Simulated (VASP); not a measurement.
# HC28 (a cell with a defect) in VASP: further runs

Runs on HC28 (a cell with a defect). Level: PBE. Tasks: single point.

Everything below comes from runs of VASP 6.6.1. Logs are shortened: lines on timing, memory, paths and dates and some standing lists are left out, and cuts for length are marked.

### 1 The cell of the first run

The cell holds a defect, 29 atoms: a = 6.526 Å, b = 6.526 Å, c = 8.465 Å, α = 90.00°, β = 90.00°, γ = 120.00°.

### 2 Single point, PBE

INCAR

```
PREC = Accurate
ENCUT = 520
EDIFF = 1E-6
ISMEAR = 0
SIGMA = 0.1
LREAL = Auto
LASPH = T
NELM = 60
ALGO = Normal
ISIF = 2
LWAVE = F
LCHARG = F
GGA = PE
NBANDS = 76
```

KPOINTS

```
regular mesh
0
Gamma
  4 4 3
```

POSCAR

```
HC28
1.0
    1.2332663983     -6.4082401833      0.0000000000
    4.9330655932      4.2721601222      0.0000000000
    0.0000000000      0.0000000000      8.4654490661
C H
28 1
Direct
    0.8387573356      0.1970240904      0.2437812789
    0.4097585968      0.0482141351      0.2494235077
   -0.0146616877     -0.0955047575      0.2438831046
    0.6950748958      0.4777606221      0.2494142937
    0.2655333082      0.3335612840      0.2493900777
    0.5462621358      0.7579182139      0.2438666849
    0.1234413466      0.6198240987      0.2566773461
    0.8744677915      0.3787858120      0.7557716017
    0.4458816875      0.2359295808      0.7557964084
    0.0174618135      0.0931213914      0.7557867220
    0.7315563963      0.6643203939      0.7556472138
    0.3030357645      0.5216513191      0.7557819969
    0.5885992563      0.9501826454      0.7557674673
    0.1601532751      0.8073343587      0.7557693573
    0.6490493168      0.2415978998      0.2487899914
    0.2196105314      0.0942399208      0.2487977878
    0.7901164958     -0.0468862862      0.2073041827
    0.5017012281      0.5236781641      0.2488012134
    0.0750372340      0.3818692586      0.2515097526
    0.3614227570      0.8093935470      0.2515245185
    0.9338783858      0.6682319755      0.2515379850
    0.9220799284      0.6168433706      0.7557399436
    0.4934623808      0.4739572955      0.7557231696
    0.0649843713      0.3312175619      0.7558150725
    0.7792006030      0.9025079830      0.7557385261
    0.3505649892      0.7596900766      0.7558105837
    0.6363342560      0.1883470484      0.7557849501
    0.2078772736      1.0454557812      0.7558114106
    0.7900753555      0.9527186540      0.0740208812
```

Potentials or basis: VASP PAW PBE potentials, release 64 (C, H).

Started as:

```
$ cat potpaw_PBE.64/C/POTCAR potpaw_PBE.64/H/POTCAR > POTCAR
$ mpirun -np 1 vasp_std > vasp.out
```

OUTCAR:

```text
PREC = Accurate
   ENCUT = 520
   EDIFF = 1E-6
   ISMEAR = 0
   LREAL = Auto
   LASPH = T
   NELM = 60
   ISIF = 2
   GGA = PE

 ion  position               nearest neighbor table
   1  0.839  0.197  0.244-  19 1.41  15 1.41  17 1.49
   2  0.410  0.048  0.249-  16 1.42  20 1.43  15 1.44
   3  0.985  0.904  0.244-  21 1.41  16 1.41  17 1.49
   4  0.695  0.478  0.249-  15 1.42  21 1.43  18 1.44
   5  0.266  0.334  0.249-  18 1.42  19 1.43  16 1.44
   6  0.546  0.758  0.244-  20 1.41  18 1.41  17 1.49
[... 8 lines left out ...]
  15  0.649  0.242  0.249-   1 1.41   4 1.42   2 1.44
  16  0.220  0.094  0.249-   3 1.41   2 1.42   5 1.44
  17  0.790  0.953  0.207-  29 1.13   6 1.49   3 1.49   1 1.49
  18  0.502  0.524  0.249-   6 1.41   5 1.42   4 1.44
  19  0.075  0.382  0.252-   1 1.41   7 1.42   5 1.43
  20  0.361  0.809  0.252-   6 1.41   7 1.42   2 1.43
  21  0.934  0.668  0.252-   3 1.41   7 1.42   4 1.43
  22  0.922  0.617  0.756-  11 1.42   8 1.42  14 1.42
  23  0.493  0.474  0.756-   9 1.42  11 1.42  12 1.42
  24  0.065  0.331  0.756-  12 1.42   8 1.42  10 1.42
  25  0.779  0.903  0.756-  11 1.42  10 1.43  13 1.43
  26  0.351  0.760  0.756-  14 1.42  13 1.42  12 1.42
  27  0.636  0.188  0.756-   9 1.42   8 1.42  13 1.42
  28  0.208  0.045  0.756-   9 1.42  10 1.42  14 1.42
  29  0.790  0.953  0.074-  17 1.13

  LATTYP: Found a hexagonal cell.
 ALAT       =     6.5258323803
 C/A-ratio  =     1.2972213463

  Lattice vectors:

 A1 = (   1.2332663983,  -6.4082401833,   0.0000000000)
 A2 = (   4.9330655932,   4.2721601222,   0.0000000000)
 A3 = (   0.0000000000,   0.0000000000,   8.4654490661)

Analysis of symmetry for initial positions (statically):
=====================================================================
 Subroutine PRICEL returns:
 Original cell was already a primitive cell.

 Routine SETGRP: Setting up the symmetry group for a
 hexagonal supercell.

 Subroutine GETGRP returns: Found  1 space group operations
 (whereof  1 operations were pure point group operations)
 out of a pool of 24 trial point group operations.

The static configuration has the point symmetry C_1 .

Analysis of symmetry for dynamics (positions and initial velocities):
=====================================================================
 Subroutine PRICEL returns:
 Original cell was already a primitive cell.

 Routine SETGRP: Setting up the symmetry group for a
 hexagonal supercell.

 Subroutine GETGRP returns: Found  1 space group operations
 (whereof  1 operations were pure point group operations)
 out of a pool of 24 trial point group operations.

The dynamic configuration has the point symmetry C_1 .

 Subroutine INISYM returns: Found  1 space group operations
 (whereof  1 operations are pure point group operations),
 and found     1 'primitive' translations

----------------------------------------------------------------------------------------

                                     Primitive cell

  volume of cell :     312.2141

  direct lattice vectors                    reciprocal lattice vectors
     1.233266398 -6.408240183  0.000000000     0.115836402 -0.133756356  0.000000000
     4.933065593  4.272160122  0.000000000     0.173754604  0.033439089  0.000000000
     0.000000000  0.000000000  8.465449066     0.000000000  0.000000000  0.118127224

  length of vectors
     6.525832380  6.525832380  8.465449066     0.176943028  0.176943028  0.118127224

  position of ions in fractional coordinates (direct lattice)
     0.838757336  0.197024090  0.243781279
     0.409758597  0.048214135  0.249423508
     0.985338312  0.904495242  0.243883105
     0.695074896  0.477760622  0.249414294
     0.265533308  0.333561284  0.249390078
     0.546262136  0.757918214  0.243866685
[... 21 lines left out ...]
     0.207877274  0.045455781  0.755811411
     0.790075356  0.952718654  0.074020881

  ion indices of the primitive-cell ions
   primitive index   ion index
                 1           1
                 2           2
                 3           3
                 4           4
                 5           5
                 6           6
[... 21 lines left out ...]
                28          28
                29          29

----------------------------------------------------------------------------------------

 KPOINTS: regular mesh

Automatic generation of k-mesh.
 Grid dimensions read from file:
 generate k-points for:    4    4    3

 Generating k-lattice:

  Cartesian coordinates                     Fractional coordinates (reciprocal lattice)
     0.028959101 -0.033439089  0.000000000     0.250000000  0.000000000  0.000000000
     0.043438651  0.008359772  0.000000000     0.000000000  0.250000000  0.000000000
     0.000000000  0.000000000  0.039375741     0.000000000  0.000000000  0.333333333

  Length of vectors
     0.044235757  0.044235757  0.039375741

  Shift w.r.t. Gamma in fractional coordinates (k-lattice)
     0.000000000  0.000000000  0.000000000

 Subroutine IBZKPT returns following result:
 ===========================================

 Found     26 irreducible k-points:

 Following reciprocal coordinates:
            Coordinates               Weight
  0.000000  0.000000  0.000000      1.000000
  0.250000  0.000000  0.000000      2.000000
 -0.000000  0.250000  0.000000      2.000000
 -0.250000  0.250000  0.000000      2.000000
  0.500000  0.000000  0.000000      1.000000
 -0.000000  0.500000  0.000000      1.000000
[... 16 lines left out ...]
  0.500000  0.250000  0.333333      2.000000
 -0.250000 -0.250000  0.333333      2.000000
 [... further k-points ...]
   k-points           NKPTS =     26   k-points in BZ     NKDIM =     26   number of bands    NBANDS=     76
   number of dos      NEDOS =    301   number of ions     NIONS =     29
   total plane-waves  NPLWV = 160000
   dimension x,y,z NGX =    50 NGY =   50 NGZ =   64
   dimension x,y,z NGXF=   100 NGYF=  100 NGZF=  128
   ions per type =              28   1
   NGX,Y,Z   is equivalent  to a cutoff of  12.74, 12.74, 12.57 a.u.
   NGXF,Y,Z  is equivalent  to a cutoff of  25.48, 25.48, 25.14 a.u.
 SYSTEM =  unknown system
   PREC   = accura    normal or accurate (medium, high low for compatibility)
   ISTART =      0    job   : 0-new  1-cont  2-samecut
   ICHARG =      2    charge: 1-file 2-atom 10-const
   ISPIN  =      1    spin polarized calculation?
   LNONCOLLINEAR =      F non collinear calculations
   LSORBIT =      F    spin-orbit coupling
   LASPH  =      T    aspherical Exc in radial PAW
   ENCUT  =  520.0 eV  38.22 Ry    6.18 a.u.  12.13 12.13 15.74*2*pi/ulx,y,z
   NELM   =     60;   NELMIN=  2; NELMDL= -5     # of ELM steps
   EDIFF  = 0.1E-05   stopping-criterion for ELM
   LREAL  =      T    real-space projection
   EDIFFG = 0.1E-04   stopping-criterion for IOM
   NSW    =      0    number of steps for IOM
[... 5 lines left out ...]
   TEBEG  =    0.0;   TEEND  =   0.0 temperature during run
   PSTRESS=    0.0 pullay stress
   NELECT =     113.0000    total number of electrons
   NUPDOWN=      -1.0000    fix difference up-down
   EMIN   =  10.00;   EMAX   =-10.00  energy-range for DOS
   EFERMI =   0.00;   METHOD = LEGACY
   ISMEAR =     0;   SIGMA  =   0.10  broadening in eV -4-tet -1-fermi 0-gaus
   EFERMI_NEDOS =   21; number of points for ismear=-14 and -15
   IALGO  =     38    algorithm
   IMIX   =      4    mixing-type and parameters
     AMIX     =   0.40;   BMIX     =  1.00
     AMIX_MAG =   1.60;   BMIX_MAG =  1.00
  volume/ion in A,a.u.               =      10.77        72.65
  Fermi-wavevector in a.u.,A,eV,Ry     =   1.166676  2.204697 18.519328  1.361132
  Thomas-Fermi vector in A             =   2.303186
   LORBIT       =      0    0 simple, 1 ext, 2 COOP (PROOUT), +10 PAW based schemes
   GGA     = PE    functional components
   LHFCALC =     F    Hartree Fock is set to
   AEXX    =    0.0000 exact exchange contribution
   IVDW    =     0    specifies the selected vdW correction
   LEPSILON=     F    determine dielectric tensor
   LRPA    =     F    only Hartree local field effects (RPA)
 non-spin polarized calculation
 Gauss-broadening in eV      SIGMA  =   0.10
  energy-cutoff  :      520.00
  volume of cell :      312.21
 maximum number of plane-waves:      8422
 NGX is ok and might be reduce to    50
   NGX = 25   NGY = 25   NGZ = 31

 number of electron     113.0000000 magnetization

 Free energy of the ion-electron system (eV)
  ---------------------------------------------------
  ext. energy  EPLUGINS =         0.00000000
  ---------------------------------------------------
  free energy    TOTEN  =      -260.20467208 eV

  energy without entropy =     -260.16920739  energy(sigma->0) =     -260.18693974

 E-fermi :   3.1675     XC(G=0):  -8.8317

 val. band max:        3.1248123710   @ k =  -0.0000   0.5000   0.3333
 cond. band min:       3.2196966314   @ k =  -0.0000   0.2500   0.0000
 fundamental gap:      0.0948842604
 Fermi energy:         3.1674891911

 k-point     1 :       0.0000    0.0000    0.0000
  band No.  band energies     occupation
      1     -16.7065      2.00000
      2     -16.4869      2.00000
      3     -13.4243      2.00000
      4     -13.4102      2.00000
      5     -13.4074      2.00000
      6     -13.4019      2.00000
[... 60 lines left out ...]
     67       7.0488      0.00000
     68       7.0589      0.00000

 k-point     2 :       0.2500    0.0000    0.0000
  band No.  band energies     occupation
      1     -16.4957      2.00000
      2     -16.2764      2.00000
      3     -14.8283      2.00000
      4     -14.6126      2.00000
      5     -14.0132      2.00000
      6     -14.0074      2.00000
[... 60 lines left out ...]
     67       7.9186      0.00000
     68       8.3901      0.00000

 k-point     3 :      -0.0000    0.2500    0.0000
  band No.  band energies     occupation
      1     -16.4957      2.00000
      2     -16.2764      2.00000
      3     -14.8283      2.00000
      4     -14.6126      2.00000
      5     -14.0121      2.00000
      6     -14.0084      2.00000
[... 1480 lines left out ...]
     67       8.4651      0.00000
     68       8.6096      0.00000

 k-point    24 :      -0.2500   -0.2500    0.3333
  band No.  band energies     occupation
      1     -16.0741      2.00000
      2     -15.8593      2.00000
      3     -15.2451      2.00000
      4     -15.2353      2.00000
      5     -15.0527      2.00000
      6     -14.9947      2.00000
[... 60 lines left out ...]
     67       8.4718      0.00000
     68       8.6757      0.00000

 [... further k-points ...]

 [bands above 68 left out]

------------------------ aborting loop because EDIFF is reached ----------------------------------------

  FORCE on cell =-STRESS in cart. coord.  units (eV):
  Direction    XX          YY          ZZ          XY          YZ          ZX
  --------------------------------------------------------------------------------------
  -------------------------------------------------------------------------------------
  Total        4.0750490      4.0917571      0.2088409      0.0028193     -0.0021152     -0.0020832
  in kB       20.9117780     20.9975181      1.0717009      0.0144678     -0.0108545     -0.0106905
  external PRESSURE =      14.3269990 kB  Pullay stress =       0.0000000 kB

 VOLUME and BASIS-vectors are now :
 -----------------------------------------------------------------------------
  energy-cutoff  :      520.00
  volume of cell :      312.21
      direct lattice vectors                 reciprocal lattice vectors
     1.233266398 -6.408240183  0.000000000     0.115836402 -0.133756356  0.000000000
     4.933065593  4.272160122  0.000000000     0.173754604  0.033439089  0.000000000
     0.000000000  0.000000000  8.465449066     0.000000000  0.000000000  0.118127224

 POSITION                                       TOTAL-FORCE (eV/Angst)
 -----------------------------------------------------------------------------------
      2.00634     -4.53324      2.06372        -0.006857     -0.003975      0.000439
      0.74318     -2.41985      2.11148        -0.003872     -0.001657      0.000449
      5.67712     -2.45014      2.06458         0.006334      0.017188      0.004700
      3.21404     -2.41314      2.11140         0.006411     -0.003769      0.004019
      1.97295     -0.27657      2.11120        -0.014727      0.005496      0.005722
      4.41255     -0.26263      2.06444         0.020553      0.002660      0.004290
[... 21 lines left out ...]
      0.48060     -1.13793      6.39828        -0.006678      0.004424     -0.005769
      5.67420     -0.99283      0.62662         0.005880      0.003253     -0.041649
 -----------------------------------------------------------------------------------
    total drift:                                0.009461      0.024638      0.020381

  FREE ENERGIE OF THE ION-ELECTRON SYSTEM (eV)
  ---------------------------------------------------
  free  energy   TOTEN  =      -260.2046720815 eV

  energy  without entropy=     -260.1692073932  energy(sigma->0) =     -260.18693974
```

Wall time 15 min (1 thread of Intel Xeon Platinum 8259CL at 2.50GHz (Skylake/Cascade Lake), shared host); peak memory 0.61 GiB.

What came out:

```
Free energy            : -260.2047 eV
Pressure               : 1.4 GPa
Largest force          : 0.045 eV/Å
Band gap on the k mesh : zero (an odd number of electrons rules out a gap without spin polarisation)
```

Forces on the atoms (eV/Å):
```
C   -0.007 -0.004  0.000
C   -0.004 -0.002  0.000
C    0.006  0.017  0.005
C    0.006 -0.004  0.004
C   -0.015  0.005  0.006
C    0.021  0.003  0.004
C    0.005  0.007  0.000
C   -0.003 -0.009 -0.005
C    0.001  0.001 -0.004
C    0.005  0.006 -0.010
C   -0.001  0.004 -0.004
C   -0.009  0.003  0.001
C    0.007 -0.009 -0.005
C   -0.005  0.000 -0.001
C   -0.010  0.007  0.000
C    0.007  0.001  0.002
C    0.006 -0.005  0.044
C   -0.014 -0.008  0.008
C   -0.007 -0.013  0.006
C   -0.001  0.003  0.011
C    0.001  0.000  0.008
C    0.006  0.002 -0.003
C    0.003  0.004 -0.006
C   -0.006  0.003 -0.004
C    0.002 -0.002 -0.004
C   -0.001 -0.004 -0.003
C    0.006 -0.013 -0.002
C   -0.007  0.004 -0.006
H    0.006  0.003 -0.042
```

Levels at points of the mesh, in eV from the Fermi level:
```
           k point  band 53  band 54  band 55  band 56  band 57  band 58  band 59  band 60  band 61  band 62
(0.00, 0.00, 0.00)    -3.40    -3.40    -3.01    -3.01     0.19     2.95     3.57     3.58     3.60     3.61
(0.50, 0.00, 0.00)    -2.23    -2.00    -1.93    -1.69    -0.05     1.09     1.12     1.31     1.37     1.52
(0.00, 0.50, 0.00)    -2.25    -2.01    -1.91    -1.66    -0.06     1.08     1.11     1.31     1.38     1.52
(0.50, 0.50, 0.00)    -2.22    -2.00    -1.93    -1.69    -0.06     1.07     1.11     1.23     1.39     1.60
```

### 3 Single point, PBE

INCAR

```
SYSTEM = HC28
  PREC = Accurate
  ENCUT = 520
  EDIFF = 1E-6
  ISMEAR = 0
  SIGMA = 0.1
  LREAL = Auto
  LASPH = .True.
  NELM = 80
  ALGO = Normal
  ISIF = 2
  LWAVE = .False.
  LCHARG = .False.
  GGA = PE
  NBANDS = 76
```

KPOINTS

```
Automatic mesh
0
Gamma
  4 4 3
  0 0 0
```

POSCAR

```
HC28
1.0
    1.2332663983     -6.4082401833      0.0000000000
    4.9330655932      4.2721601222      0.0000000000
    0.0000000000      0.0000000000      8.4654490661
C H
28 1
Direct
    0.8506715606      0.2613939191      0.2561448286
    0.4216910797      0.1126104144      0.2614268874
   -0.0026988083     -0.0310907381      0.2560622577
    0.7070633951      0.5421447217      0.2614533479
    0.2774614560      0.3979199288      0.2614378733
    0.5581876487      0.8222876530      0.2562102711
    0.1354164177      0.6842091228      0.2686374913
    0.8599064957      0.3100970754      0.7498801245
    0.4313054410      0.1672366760      0.7499869116
    0.0027948753      0.0243785881      0.7497218341
    0.7170244741      0.5957489828      0.7498821327
    0.2884710346      0.4529447914      0.7499507646
    0.5741296091      0.8814949168      0.7497135652
    0.1455901245      0.7386458831      0.7499030412
    0.6609513316      0.3059349006      0.2608438114
    0.2315517430      0.1586366532      0.2608416852
    0.8020263163      0.0175253890      0.2196155202
    0.5136436890      0.5880301899      0.2609222479
    0.0869507109      0.4462159621      0.2636653983
    0.3734102201      0.8738032449      0.2636304327
    0.9458530320      0.7326521753      0.2635837724
    0.9075107101      0.5481872244      0.7499247766
    0.4789268684      0.4053154267      0.7500131358
    0.0503921804      0.2624881005      0.7498412607
    0.7646519186      0.8338519739      0.7496657236
    0.3360322608      0.6910008877      0.7499033956
    0.6217924438      0.1196327641      0.7498802427
    0.1932559423      0.9767530654      0.7498927642
    0.8017560273      1.0173497873      0.0862989068
```

Potentials or basis: VASP PAW PBE potentials, release 64 (C, H).

Started as:

```
$ cat potpaw_PBE.64/C/POTCAR potpaw_PBE.64/H/POTCAR > POTCAR
$ mpirun -np 1 vasp_std > vasp.out
```

Run time: 17 min. Hardware: 1 thread of Intel Xeon Platinum 8259CL at 2.50GHz (Skylake/Cascade Lake), shared host; peak memory 0.61 GiB.

Results (log left out):

```yaml
Free_energy: -260.2092 eV
Pressure: 1.4 GPa
Largest_force: 0.047 eV/Å
Band_gap_on_the_k_mesh: zero (an odd number of electrons rules out a gap without spin polarisation)
```

Forces in eV/Å, atoms in the order of the input:
```
C   -0.011 -0.005 -0.001
C   -0.004 -0.003  0.003
C    0.010  0.014  0.002
C   -0.009  0.014  0.003
C   -0.002 -0.001  0.004
C    0.011 -0.013 -0.003
C    0.005 -0.002  0.015
C    0.010  0.005 -0.003
C    0.001  0.007 -0.002
C   -0.012 -0.010  0.007
C    0.000  0.003 -0.002
C    0.006 -0.006 -0.001
C   -0.009 -0.006  0.007
C    0.000  0.003  0.000
C    0.007  0.001  0.010
C    0.010 -0.006  0.001
C    0.003  0.008  0.008
C    0.005  0.000 -0.005
C    0.002 -0.007 -0.004
C   -0.004  0.013  0.004
C   -0.017 -0.004  0.003
C   -0.004  0.000  0.001
C    0.000 -0.004 -0.005
C    0.001 -0.004  0.002
C   -0.006  0.006  0.005
C    0.007  0.004 -0.003
C    0.001  0.006 -0.001
C    0.002 -0.012  0.000
H    0.002 -0.002 -0.047
```

Stress tensor (GPa, compression positive):
```
2.09 0.00 0.00
0.00 2.10 0.00
0.00 0.00 0.05
```

Levels at points of the mesh, in eV from the Fermi level:
| k point | band 54 | band 55 | band 56 | band 57 | band 58 | band 59 | band 60 | band 61 |
| --- | --- | --- | --- | --- | --- | --- | --- | --- |
| (0.00, 0.00, 0.00) | -3.36 | -3.00 | -3.00 | 0.19 | 2.95 | 3.61 | 3.62 | 3.63 |
| (0.50, 0.00, 0.00) | -1.97 | -1.90 | -1.68 | -0.05 | 1.13 | 1.15 | 1.35 | 1.38 |
| (0.00, 0.50, 0.00) | -1.99 | -1.89 | -1.65 | -0.05 | 1.12 | 1.13 | 1.35 | 1.39 |
| (0.50, 0.50, 0.00) | -1.97 | -1.90 | -1.68 | -0.06 | 1.11 | 1.14 | 1.26 | 1.40 |

[end of part 1 of 2]

The gap in the log of VASP goes by the Fermi energy; the results here count the filled bands.